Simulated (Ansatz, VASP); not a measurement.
Os in VASP and in Ansatz

```
Os
1.0
     2.73410    0.00000    0.00000
    -1.36705    2.36780    0.00000
     0.00000    0.00000    4.31970
Os
2
Direct
  0.66667 0.33333 0.75000
  0.33333 0.66667 0.25000
```

Alike in both runs: task relaxation of cell and atoms; functional PBE; k mesh 11 × 11 × 6; occupations fermi-dirac, width 0.05 eV; no spin polarisation.

```csv
,VASP,Ansatz
version,VASP 6.6.1,Ansatz 0.2.0
potentials or method,"VASP PAW PBE potentials, release 64 (Os_pv)",Ansatz PAW
plane-wave cutoff (eV),600,420
valence electrons in the cell,28,32
```

```tsv
	VASP	Ansatz	Ansatz less VASP
gap on the k mesh at the Fermi level, each at its own relaxed structure (eV)	none	none	-
relaxed volume (Å³/atom)	14.36	14.28	-0.082
relaxed cell length with the largest relative difference (Å)	4.359	4.349	-0.0092
```

A gap of «none» marks a metal or a gap that the smearing closes. VASP's potentials hold 28 valence electrons a cell and Ansatz's 32, so a difference there can come from the potentials and not from the codes.

Neither program's run includes spin-orbit coupling. Noted on Ansatz's run: the plane-wave basis is chosen anew once the cell has moved, so the energies of steps on either side of that aren't comparable.
